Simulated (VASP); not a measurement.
Wanted: the native input for a VASP 6.6.1 run.

| Property | Result |
| --- | --- |
| Task | electric field gradients |
| Functional | PBEsol |
| Potentials or basis | VASP PAW PBE potentials, release 64 (Bi_d, Te) |
| Cutoff | 520 eV |
| k mesh | 7 × 7 × 7 |
| Occupations | fermi-dirac, width 0.08 eV |
| Spin | no spin polarisation |
| Dipole correction | no |
| Further INCAR settings | ALGO = Normal; EDIFF = 1e-08; NBANDS = 32 |

The structure of Bi2Te3 lies in POSCAR:

```
Bi2Te3
1.0
    2.1930005584      1.2661294627     10.3689834000
   -2.1930005584      1.2661294627     10.3689834000
    0.0000000000     -2.5322589254     10.3689834000
Bi Te
2 3
Direct
    0.4000000000      0.4000000000      0.4000000000
    0.6000000000      0.6000000000      0.6000000000
    0.0000000000      0.0000000000      0.0000000000
    0.2095000000      0.2095000000      0.2095000000
    0.7905000000      0.7905000000      0.7905000000
```

This cell differs from its parent crystal: zz strain of +2 %.

The input as run:

INCAR

```
PREC = Accurate
ENCUT = 520
EDIFF = 1E-8
ISMEAR = -1
SIGMA = 0.08
LREAL = F
LASPH = T
NELM = 100
ALGO = Normal
ISIF = 2
LWAVE = F
LCHARG = F
GGA = PS
LEFG = T
NBANDS = 32
```

KPOINTS

```
regular mesh
0
Gamma
  7 7 7
```

Potentials or basis: VASP PAW PBE potentials, release 64 (Bi_d, Te).

Launch:

```bash
$ cat potpaw_PBE.64/Bi_d/POTCAR potpaw_PBE.64/Te/POTCAR > POTCAR
$ mpirun -np 1 vasp_std > vasp.out
```

Results of the run:

| Item | Value |
| --- | --- |
| Pressure | -1.6 GPa |
| Largest force | 0.269 eV/Å |
| Band gap on the k mesh | 0.30 eV |
| Largest electric field gradient by atom | Bi +36.6; Te +110.2, +24.8 (each value once) V/Å² |

Caveat: the cell differs from its parent crystal (zz strain of +2 %); without QUAD_EFG the Cq values of the log hold for a quadrupole moment of 1 mb, not for the nuclei; the PAW data sets were made with another functional, which shifts forces and pressure a little; spin-orbit coupling is left out, which moves the levels of the heavy elements; an odd mesh through Γ misses points on the zone boundary, where band edges can lie.

Wall time 12 min on 1 thread of Intel(R) Xeon(R) 6975P-C (Granite Rapids), on a shared host, peak memory 1 GiB.
